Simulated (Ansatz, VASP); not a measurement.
One calculation of La3YO2, two programs

File INCAR:

```
ALGO = Normal
EDIFF = 1E-6
EDIFFG = -0.08
ENCUT = 600
GGA = PE
IBRION = 2
ISIF = 3
ISMEAR = 0
LASPH = True
LCHARG = False
LREAL = False
LWAVE = False
NELM = 80
NSW = 36
PREC = Accurate
SIGMA = 0.2
```

KPOINTS

```
k-points
0
Gamma
  3 3 4
```

The input POSCAR:

```
La3YO2
1.0
    5.1500000000      0.0000000000      0.0000000000
    0.0000000000      5.1500000000      0.0000000000
    0.0000000000      0.0000000000      4.8500000000
La Y O
3 1 2
Direct
    0.5000000000      0.5000000000      0.0000000000
    0.0000000000      0.5000000000      0.5000000000
    0.5000000000      0.0000000000      0.5000000000
    0.0000000000      0.0000000000      0.0000000000
    0.5000000000      0.5000000000      0.5000000000
    0.0000000000      0.0000000000      0.5000000000
```

Input for Ansatz:

```yaml
crystal:
  lattice:
    - [5.15, 0.0, 0.0]
    - [0.0, 5.15, 0.0]
    - [0.0, 0.0, 4.85]
  atoms:
    - { symbol: La, position: [0.5, 0.5, 0.0] }
    - { symbol: La, position: [0.0, 0.5, 0.5] }
    - { symbol: La, position: [0.5, 0.0, 0.5] }
    - { symbol: "Y", position: [0.0, 0.0, 0.0] }
    - { symbol: O, position: [0.5, 0.5, 0.5] }
    - { symbol: O, position: [0.0, 0.0, 0.5] }
basis:
  ecutwfc: 420
kpoints:
  mp_grid: { grid: [3, 3, 4] }
hamiltonian:
  xc: pbe
scf:
  occupations: { method: gaussian, width: 0.2 }
  lower_state_search: "off"
output:
  forces: true
  stress: true
  eigenvalues: true
relax:
  adjacent_minimum: "off"
  f_tol: 0.08
  max_steps: 16
  cell: { stress_tol: 0.8 }
```

Alike in both runs: task relaxation of cell and atoms; functional PBE; k mesh 3 × 3 × 4; occupations gaussian, width 0.2 eV; no spin polarisation.

|  | VASP | Ansatz |
| --- | --- | --- |
| version | VASP 6.6.1 | Ansatz 0.2.0 |
| potentials or method | VASP PAW PBE potentials, release 64 (La, Y_sv, O), cutoff 600 eV | scalar-relativistic, plane waves, PAW |
| valence electrons in the cell | 56 | 56 |

```tsv
	VASP	Ansatz	Ansatz less VASP
gap on the k mesh at the Fermi level, each at its own relaxed structure (eV)	none	none	-
relaxed volume (Å³/atom)	22.72	22.73	+0.013
relaxed cell length with the largest relative difference (Å)	4.863	4.857	-0.0059
```

A gap of «none» marks a metal or a gap that the smearing closes.

The k mesh is coarse, so the values compare programs but aren't converged. Neither program's run includes spin-orbit coupling.
